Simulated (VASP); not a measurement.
Crystal: Ag.

```
CELL_PARAMETERS angstrom
0.00000 2.04310 2.04310
2.04310 0.00000 2.04310
2.04310 2.04310 0.00000
ATOMIC_POSITIONS crystal
Ag 0.00000 0.00000 0.00000
```

```yaml
Program: VASP 6.6.1
Task: relaxation of cell and atoms
Functional: LDA
Potentials_or_basis: VASP PAW LDA potentials, release 64 (Ag)
Cutoff: 600 eV
k_mesh: 18 × 18 × 18
Occupations: gaussian, width 0.1 eV
Spin: no spin polarisation
```

At the start: pressure -7.2 GPa; volume 17.06 Å³/atom.

Problem. Where does the relaxation end?

Solution. Over 6 steps the energy falls by 24.4 meV/atom and the volume is 16.04 Å³/atom (-6.0 %); space group Fm-3m (No. 225, to 0.1 Å) before and after.

Step by step:
```tsv
step	energy change (eV)	largest force (eV/Å)	pressure (GPa)	volume (Å³)
1	0.0000	0.0000	-7.20	17.06
2	-0.0047	0.0000	8.30	15.23
3	-0.0244	0.0000	-0.07	16.05
4	-0.0244	0.0000	0.10	16.03
5	-0.0244	0.0000	-0.07	16.05
6	-0.0244	0.0000	-0.01	16.04
```

Final structure:
```cif
data_structure
_symmetry_space_group_name_H-M 'P 1'
_symmetry_Int_Tables_number 1
_cell_length_a 2.8309
_cell_length_b 2.8309
_cell_length_c 2.8309
_cell_angle_alpha 60.000
_cell_angle_beta 60.000
_cell_angle_gamma 60.000
_cell_volume 16.04
loop_
_atom_site_label
_atom_site_type_symbol
_atom_site_fract_x
_atom_site_fract_y
_atom_site_fract_z
_atom_site_occupancy
Ag1 Ag 0.00000 0.00000 0.00000 1
```
